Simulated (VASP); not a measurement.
Set up this calculation in VASP 6.6.1, as the native input.

```
Task                   : relaxation of cell and atoms
Functional             : r2SCAN
Potentials or basis    : VASP PAW PBE potentials, release 64 (Ba_sv, Ti_sv, O)
Cutoff                 : 660 eV
k mesh                 : 6 × 6 × 6
Occupations            : gaussian, width 0.02 eV
Spin                   : no spin polarisation
Hubbard terms          : Ti d U = 4.0 eV
Dipole correction      : no
Further INCAR settings : ALGO = Normal; EDIFF = 1e-07; IBRION = 2; EDIFFG = -0.005; NSW = 100; ISIF = 3
```

Crystal: BaTiO3.

```
CELL_PARAMETERS angstrom
2.82767 1.63255 2.31773
-2.82767 1.63255 2.31773
0.00000 -3.26511 2.31773
ATOMIC_POSITIONS crystal
Ba 0.00000 0.00000 0.00000
Ti 0.51400 0.51400 0.51400
O 0.49160 0.49160 0.98150
O 0.49160 0.98150 0.49160
O 0.98150 0.49160 0.49160
```

The input as run:

POSCAR

```
BaTiO3
1.0
    2.8276681575      1.6325549719      2.3177316080
   -2.8276681575      1.6325549719      2.3177316080
    0.0000000000     -3.2651099438      2.3177316080
Ba Ti O
1 1 3
Direct
    0.0000000000      0.0000000000      0.0000000000
    0.5140000000      0.5140000000      0.5140000000
    0.4916000000      0.4916000000      0.9815000000
    0.4916000000      0.9815000000      0.4916000000
    0.9815000000      0.4916000000      0.4916000000
```

INCAR.step1

```
SYSTEM = BaTiO3
ALGO = Normal
EDIFF = 1E-5
EDIFFG = -0.005
ENCUT = 660
GGA = PE
GGA_COMPAT = .False.
IBRION = 2
ISIF = 3
ISMEAR = 0
LASPH = .True.
LCHARG = .False.
LDAU = .True.
LDAUJ = 0 0 0
LDAUL = -1 2 -1
LDAUTYPE = 2
LDAUU = 0 4 0
LMAXMIX = 4
LREAL = .False.
LWAVE = .True.
NELM = 200
NELMIN = 4
NSW = 100
PREC = Accurate
SIGMA = 0.02
```

INCAR.step2

```
SYSTEM = BaTiO3
ALGO = Normal
EDIFF = 1E-7
EDIFFG = -0.005
ENCUT = 660
GGA_COMPAT = .False.
IBRION = 2
ISIF = 3
ISMEAR = 0
ISTART = 1
LASPH = .True.
LCHARG = .False.
LDAU = .True.
LDAUJ = 0 0 0
LDAUL = -1 2 -1
LDAUPRINT = 1
LDAUTYPE = 2
LDAUU = 0 4 0
LMAXMIX = 4
LMIXTAU = .True.
LREAL = .False.
LWAVE = .False.
METAGGA = R2SCAN
NELM = 200
NELMIN = 4
NSW = 100
PREC = Accurate
SIGMA = 0.02
```

KPOINTS

```
k-points
0
Gamma
  6 6 6
  0 0 0
```

Potentials or basis: VASP PAW PBE potentials, release 64 (Ba_sv, Ti_sv, O).

Run with:

```console
$ cat potpaw_PBE.64/Ba_sv/POTCAR potpaw_PBE.64/Ti_sv/POTCAR potpaw_PBE.64/O/POTCAR > POTCAR
$ cp INCAR.step1 INCAR
$ mpirun -np 1 vasp_std > vasp.out
$ cp INCAR.step2 INCAR
$ mpirun -np 1 vasp_std > vasp.out
```

Results of the run:

```yaml
Relaxed_volume: 13.09 Å³/atom
Relaxed_cell: a = 4.030 Å, b = 4.030 Å, c = 4.030 Å, α = 90.00°, β = 90.00°, γ = 90.00°
Space_group_after_relaxing_to_0.1_Å: Pm-3m (No. 221)
Energy_gained_by_relaxing: 25.1 meV/atom
Ionic_steps: 27
Pressure_after_relaxing: 0.0 GPa
Band_gap_on_the_k_mesh: 2.61 eV (least direct gap 2.82 eV)
```

Caveat: the PAW data sets were made with another functional, which shifts forces and pressure a little; spin-orbit coupling is left out, which moves the levels of the heavy elements.

Run time: 31 min on 1 thread of Intel(R) Xeon(R) 6975P-C (Granite Rapids), on a shared host, peak memory 0.28 GiB.
